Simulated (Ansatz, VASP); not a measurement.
One calculation of Ca9Mg2Si5, two programs

```
Mg Si Ca
1.0
     7.45563   -0.14527    0.18150
    -0.14492    7.65920   -0.12689
     0.18205   -0.12764    7.51465
Mg Si Ca
2 5 9
Direct
  0.08263 0.91807 0.08435
  0.80566 0.83376 0.80359
  0.20705 0.25280 0.20608
  0.27904 0.72475 0.27416
  0.74462 0.78990 0.20854
  0.74816 0.23589 0.75065
  0.20095 0.79749 0.74746
  0.46340 0.97455 0.00374
  0.01575 0.55162 0.01442
  0.00587 0.97677 0.46180
  0.49328 0.52077 0.99307
  0.49559 0.98005 0.49831
  0.79533 0.20179 0.16478
  0.99647 0.52415 0.49243
  0.16214 0.20024 0.79700
  0.49619 0.51566 0.49457
```

Alike in both runs: functional PBE; k mesh 3 × 3 × 3; occupations gaussian, width 0.1 eV; no spin polarisation.

Ansatz relaxed the structure, and its values are those at the end. VASP's run is a single point on that final structure, the one shown.

|  | VASP | Ansatz |
| --- | --- | --- |
| version | VASP 6.6.1 | Ansatz 0.2.0 |
| potentials or method | VASP PAW PBE potentials, release 64 (Mg, Si, Ca_sv), cutoff 520 eV | scalar-relativistic, plane waves, PAW |
| valence electrons in the cell | 114 | 130 |

```tsv
	VASP	Ansatz	Ansatz less VASP
gap on the k mesh at the Fermi level (eV)	none	none	-
pressure (GPa)	0.0	0.0	-0.05
rms of the force components (eV/Å)	0.011	0.011	+0.0006
```

A gap of «none» marks a metal or a gap that the smearing closes. VASP's potentials hold 114 valence electrons a cell and Ansatz's 130, so a difference there can come from the potentials and not from the codes.
